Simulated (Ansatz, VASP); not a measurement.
Two plane-wave programs on SiP7

```xyz
8
Lattice="5.4783 0.0000 0.0000 -2.7392 4.7444 0.0000 0.0000 0.0000 4.4982" Properties=species:S:1:pos:R:3 pbc="T T T"
Si    0.0000    0.0000    0.0000
P     0.0000    4.6482    0.0000
P     1.2863    2.4203    0.0000
P    -1.2863    2.4203    0.0000
P     1.4705    0.8490    2.2491
P     4.0078    0.8490    2.2491
P     2.7392    3.0464    2.2491
P     0.0000    3.1629    2.2491
```

Change from the starting cell: species swapped into the Mg7Sn type (P-6m2, No. 187).

Alike in both runs: functional PBE; k mesh 3 × 3 × 3; occupations gaussian, width 0.2 eV; no spin polarisation.

Ansatz relaxed the structure, and its values are those at the end. VASP's run is a single point on that final structure, the one shown.

```csv
,VASP,Ansatz
version,VASP 6.6.1,Ansatz 0.2.0
potentials or method,"VASP PAW PBE potentials, release 64 (Si, P), cutoff 500 eV","scalar-relativistic, plane waves, PAW"
valence electrons in the cell,39,39
```

VASP gave:

```
gap on the k mesh at the Fermi level (eV) : none
pressure (GPa)                            : -0.3
rms of the force components (eV/Å)        : 0.016
```

Problem. What did Ansatz give for the same quantities?

Solution. gap on the k mesh at the Fermi level (eV): none; pressure (GPa): -0.2; rms of the force components (eV/Å): 0.024.

A gap of «none» marks a metal or a gap that the smearing closes. The functional is the same, so the differences come from potentials, cutoffs and numerics.

The k mesh is coarse, so the values compare programs but aren't converged.
